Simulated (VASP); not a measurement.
# PrAs3Au2 (P6/mmm) in VASP: single point with PBE

Aim: the single point of PrAs3Au2 with PBE.

Program: VASP 6.6.1. These are calculated values, not measurements. Logs are shortened: lines on timing, memory, paths and dates and some standing lists are left out, and cuts for length are marked.

### 1 The cell of the first run

It takes space group P6/mmm (No. 191, hexagonal). The conventional cell has a = 5.874 Å, b = 5.874 Å, c = 4.452 Å, α = 90.00°, β = 90.00°, γ = 120.00°. Within 4.5 Å of Pr (site symmetry 6/mmm) lie 6 Au at 3.39 Å and 12 As at 3.69 Å and 2 Pr at 4.45 Å. As (site symmetry mmm) has 4 Au at 2.80 Å and 4 As at 2.94 Å and 4 Pr at 3.69 Å within 3.7 Å. Within 3.7 Å of Au (site symmetry -6m2) lie 6 As at 2.80 Å and 3 Au at 3.39 Å and 3 Pr at 3.39 Å.

### 2 Single point, PBE

Contents of POSCAR:

```
PrAs3Au2
1.0
    5.8741035719      0.0000000026      0.0000000000
   -2.9370517882      5.0871229164      0.0000000000
    0.0000000000      0.0000000000      4.4516011656
Pr As Au
1 3 2
Direct
    0.0000000000      0.0000000000      0.5000000000
    0.0000000000      0.5000000000      0.0000000000
    0.5000000000      0.0000000000      0.0000000000
    0.5000000000      0.5000000000      0.0000000000
    0.3333333333      0.6666666667      0.5000000000
    0.6666666667      0.3333333333      0.5000000000
```

Contents of INCAR.step1:

```
SYSTEM = PrAs3Au2
PREC = Accurate
ENCUT = 520
EDIFF = 1E-6
ISMEAR = 0
SIGMA = 0.1
LREAL = .FALSE.
LASPH = .TRUE.
NELM = 100
ALGO = Normal
ISIF = 2
LWAVE = .FALSE.
LCHARG = .TRUE.
LMAXMIX = 6
GGA = PE
NBANDS = 34
```

Contents of KPOINTS.step1:

```
regular mesh
0
G
  6 6 10
  0 0 0
```

Contents of INCAR.step2:

```
SYSTEM = PrAs3Au2
PREC = Accurate
ENCUT = 520
EDIFF = 1E-6
ISMEAR = -5
SIGMA = 0.1
LREAL = .FALSE.
LASPH = .TRUE.
NELM = 100
ALGO = Normal
ISIF = 2
LWAVE = .FALSE.
LCHARG = .FALSE.
LMAXMIX = 6
GGA = PE
LORBIT = 10
NBANDS = 34
NEDOS = 2001
ICHARG = 11
```

Contents of KPOINTS.step2:

```
regular mesh
0
G
  9 9 15
  0 0 0
```

Potentials or basis: VASP PAW PBE potentials, release 64 (Pr, As, Au).

Started as:

```bash
cat potpaw_PBE.64/Pr/POTCAR potpaw_PBE.64/As/POTCAR potpaw_PBE.64/Au/POTCAR > POTCAR
cp INCAR.step1 INCAR
cp KPOINTS.step1 KPOINTS
mpirun -np 1 vasp_std > vasp.out
cp INCAR.step2 INCAR
cp KPOINTS.step2 KPOINTS
mpirun -np 1 vasp_std > vasp.out
```

OUTCAR:

```text
SYSTEM = PrAs3Au2
   PREC = Accurate
   ENCUT = 520
   EDIFF = 1E-6
   ISMEAR = -5
   LREAL = .FALSE.
   LASPH = .TRUE.
   NELM = 100
   ISIF = 2
   GGA = PE
   LORBIT = 10
   ICHARG = 11

 ion  position               nearest neighbor table
   1  0.000  0.000  0.500-   5 3.39   6 3.39   5 3.39   6 3.39   6 3.39   5 3.39
   2  0.000  0.500  0.000-   5 2.80   6 2.80   5 2.80   6 2.80
   3  0.500  0.000  0.000-   5 2.80   6 2.80   5 2.80   6 2.80
   4  0.500  0.500  0.000-   5 2.80   6 2.80   5 2.80   6 2.80
   5  0.333  0.667  0.500-   3 2.80   3 2.80   2 2.80   2 2.80   4 2.80   4 2.80   6 3.39   1 3.39
                             6 3.39   1 3.39   1 3.39   6 3.39
   6  0.667  0.333  0.500-   3 2.80   3 2.80   2 2.80   2 2.80   4 2.80   4 2.80   5 3.39   1 3.39
                             5 3.39   1 3.39   1 3.39   5 3.39

  LATTYP: Found a hexagonal cell.
 ALAT       =     5.8741035719
 C/A-ratio  =     0.7578349805

  Lattice vectors:

 A1 = (   5.8741035719,   0.0000000026,   0.0000000000)
 A2 = (  -2.9370517882,   5.0871229164,   0.0000000000)
 A3 = (   0.0000000000,   0.0000000000,   4.4516011656)

Analysis of symmetry for initial positions (statically):
=====================================================================
 Subroutine PRICEL returns:
 Original cell was already a primitive cell.

 Routine SETGRP: Setting up the symmetry group for a
 hexagonal supercell.

 Subroutine GETGRP returns: Found 24 space group operations
 (whereof 24 operations were pure point group operations)
 out of a pool of 24 trial point group operations.

The static configuration has the point symmetry D_6h.

Analysis of symmetry for dynamics (positions and initial velocities):
=====================================================================
 Subroutine PRICEL returns:
 Original cell was already a primitive cell.

 Routine SETGRP: Setting up the symmetry group for a
 hexagonal supercell.

 Subroutine GETGRP returns: Found 24 space group operations
 (whereof 24 operations were pure point group operations)
 out of a pool of 24 trial point group operations.

The dynamic configuration has the point symmetry D_6h.

 Subroutine INISYM returns: Found 24 space group operations
 (whereof 24 operations are pure point group operations),
 and found     1 'primitive' translations

[... 115 lines left out ...]
   NELECT =      50.0000    total number of electrons
   NUPDOWN=      -1.0000    fix difference up-down
   EMIN   =  10.00;   EMAX   =-10.00  energy-range for DOS
   EFERMI =   0.00;   METHOD = LEGACY
   ISMEAR =    -5;   SIGMA  =   0.10  broadening in eV -4-tet -1-fermi 0-gaus
   EFERMI_NEDOS =   21; number of points for ismear=-14 and -15
   IALGO  =     38    algorithm
   IMIX   =      4    mixing-type and parameters
     AMIX     =   0.40;   BMIX     =  1.00
     AMIX_MAG =   1.60;   BMIX_MAG =  1.00
  volume/ion in A,a.u.               =      22.17       149.62
  Fermi-wavevector in a.u.,A,eV,Ry     =   1.181467  2.232648 18.991876  1.395863
  Thomas-Fermi vector in A             =   2.317740
   LORBIT       =     10    0 simple, 1 ext, 2 COOP (PROOUT), +10 PAW based schemes
   GGA     = PE    functional components
   LHFCALC =     F    Hartree Fock is set to
   AEXX    =    0.0000 exact exchange contribution
   IVDW    =     0    specifies the selected vdW correction
   LEPSILON=     F    determine dielectric tensor
   LRPA    =     F    only Hartree local field effects (RPA)
 non-spin polarized calculation
 Fermi weights with tetrahedron method with Bloechl corrections
  energy-cutoff  :      520.00
  volume of cell :      133.02
 maximum number of plane-waves:      3605
 NGX is ok and might be reduce to    48

 number of electron      49.9999997 magnetization

 Free energy of the ion-electron system (eV)
  ---------------------------------------------------
  ext. energy  EPLUGINS =         0.00000000
  ---------------------------------------------------
  free energy    TOTEN  =       -26.37410197 eV

  energy without entropy =      -26.37410197  energy(sigma->0) =      -26.37410197

 E-fermi :   7.0774     XC(G=0): -10.7172

 val. band max:        7.1249871723   @ k =   0.2222   0.0000   0.0667
 cond. band min:       7.0571706366   @ k =   0.3333   0.3333   0.0667
 fundamental gap:     -0.0678165357
 Fermi energy:         7.0774046637

 k-point     1 :       0.0000    0.0000    0.0000
  band No.  band energies     occupation
      1     -29.3352      2.00000
      2     -11.4395      2.00000
      3     -11.4395      2.00000
      4     -11.4179      2.00000
      5      -6.6267      2.00000
      6      -3.0121      2.00000
[... 877 lines left out ...]
     33       8.0097      0.00000
     34       8.4210      0.00000

 [... further k-points ...]

------------------------ aborting loop because EDIFF is reached ----------------------------------------

  FORCE on cell =-STRESS in cart. coord.  units (eV):
  Direction    XX          YY          ZZ          XY          YZ          ZX
  --------------------------------------------------------------------------------------
  -------------------------------------------------------------------------------------
  Total       -8.0440005     -8.0440005     -9.4514379     -0.0000000     -0.0000000      0.0000000
  in kB      -96.8841189    -96.8841189   -113.8356758     -0.0000000     -0.0000000      0.0000000
  external PRESSURE =    -102.5346379 kB  Pullay stress =       0.0000000 kB

 VOLUME and BASIS-vectors are now :
 -----------------------------------------------------------------------------
  energy-cutoff  :      520.00
  volume of cell :      133.02
      direct lattice vectors                 reciprocal lattice vectors
     5.874103572  0.000000003  0.000000000     0.170238742  0.098287383  0.000000000
    -2.937051788  5.087122916  0.000000000    -0.000000000  0.196574767  0.000000000
     0.000000000  0.000000000  4.451601166     0.000000000  0.000000000  0.224638273

 POSITION                                       TOTAL-FORCE (eV/Angst)
 -----------------------------------------------------------------------------------
      0.00000      0.00000      2.22580        -0.000000     -0.000000      0.000000
     -1.46853      2.54356      0.00000        -0.000000     -0.000000      0.000000
      2.93705      0.00000      0.00000        -0.000000     -0.000000      0.000000
      1.46853      2.54356      0.00000        -0.000000     -0.000000      0.000000
     -0.00000      3.39142      2.22580        -0.000000      0.000000      0.000000
      2.93705      1.69571      2.22580         0.000000     -0.000000     -0.000000
 -----------------------------------------------------------------------------------
    total drift:                               -0.000000      0.000000      0.000000

  FREE ENERGIE OF THE ION-ELECTRON SYSTEM (eV)
  ---------------------------------------------------
  free  energy   TOTEN  =       -26.3741019670 eV

  energy  without entropy=      -26.3741019670  energy(sigma->0) =      -26.37410197

 total charge

# of ion       s       p       d       f       tot
--------------------------------------------------
    1        1.943   5.341   0.357   2.128   9.768
    2        1.335   1.276   0.052   0.000   2.663
    3        1.335   1.276   0.052   0.000   2.663
    4        1.335   1.276   0.052   0.000   2.663
    5        0.651   0.337   8.707   0.000   9.695
    6        0.651   0.337   8.707   0.000   9.695
--------------------------------------------------
tot          7.249   9.843  17.926   2.128  37.147
```

Run time: 8.9 min. Hardware: 1 thread of AMD EPYC 9R45 (Zen 5), shared host; peak memory 0.57 GiB.

What came out:

```yaml
Valence_electrons_inside_the_program's_atomic_spheres: Pr 9.77; As 2.66; Au 9.70
```

Levels at points of the mesh, in eV from the Fermi level:
| k point | band 21 | band 22 | band 23 | band 24 | band 25 | band 26 | band 27 | band 28 | band 29 | band 30 |
| --- | --- | --- | --- | --- | --- | --- | --- | --- | --- | --- |
| (0.00, 0.00, 0.00) | -3.21 | -2.04 | 0.05 | 0.05 | 0.09 | 0.12 | 0.13 | 0.13 | 0.16 | 0.16 |

Caveat: spin-orbit coupling is left out, which moves the levels of the heavy elements; semilocal functionals describe open f shells poorly, which spoils levels, moments and volumes; tetrahedron occupations give inexact forces and stress in metals.
